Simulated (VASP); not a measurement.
Set up this calculation in VASP 6.6.1, as the native input.

```
Task                   : single point
Functional             : PBE
Potentials or basis    : VASP PAW PBE potentials, release 64 (Sn_d, Zn, Cu, S)
Cutoff                 : 600 eV
k mesh                 : 6 × 6 × 6
Occupations            : fermi-dirac, width 0.02 eV
Spin                   : no spin polarisation
Dipole correction      : no
Further INCAR settings : ALGO = Normal; EDIFF = 1e-06; NBANDS = 46
```

The structure of ZnCu2SnS4 lies in POSCAR:

```
ZnCu2SnS4
1.0
   -2.7171000000      2.7171000000      5.4248000000
    2.7171000000     -2.7171000000      5.4248000000
    2.7171000000      2.7171000000     -5.4248000000
Sn Zn Cu S
1 1 2 4
Direct
    0.5000000000      0.5000000000      0.0000000000
    0.2500000000      0.7500000000      0.5000000000
    0.7500000000      0.2500000000      0.5000000000
    0.0000000000      0.0000000000      0.0000000000
    0.6279900000      0.6283900000      0.5128000000
    0.8848100000      0.3720100000      0.0004000000
    0.1155900000      0.1151900000      0.4872000000
    0.3716100000      0.8844100000      0.9996000000
```

The input as run:

INCAR

```
SYSTEM = ZnCu2SnS4
ALGO = Normal
EDIFF = 1E-6
ENCUT = 600
GGA = PE
GGA_COMPAT = .False.
ISIF = 2
ISMEAR = -1
LASPH = .True.
LCHARG = .False.
LREAL = .False.
LWAVE = .False.
NBANDS = 46
NELM = 120
PREC = Accurate
SIGMA = 0.02
```

KPOINTS

```
k-points
0
Gamma
  6 6 6
  0 0 0
```

Potentials or basis: VASP PAW PBE potentials, release 64 (Sn_d, Zn, Cu, S).

Launch:

```bash
$ cat potpaw_PBE.64/Sn_d/POTCAR potpaw_PBE.64/Zn/POTCAR potpaw_PBE.64/Cu/POTCAR potpaw_PBE.64/S/POTCAR > POTCAR
$ mpirun -np 1 vasp_std > vasp.out
```

It gave:

```json
{
  "Pressure": "2.1 GPa",
  "Largest force": "0.578 eV/Å",
  "Band gap on the k mesh": "0.32 eV"
}
```

Caveat: semilocal functionals underestimate gaps, and a narrow one can read as zero; spin-orbit coupling is left out, which moves the levels of the heavy elements.

It took 10 min on 1 thread of Intel Xeon 8259CL, with other jobs on the host, peak memory 0.59 GiB.
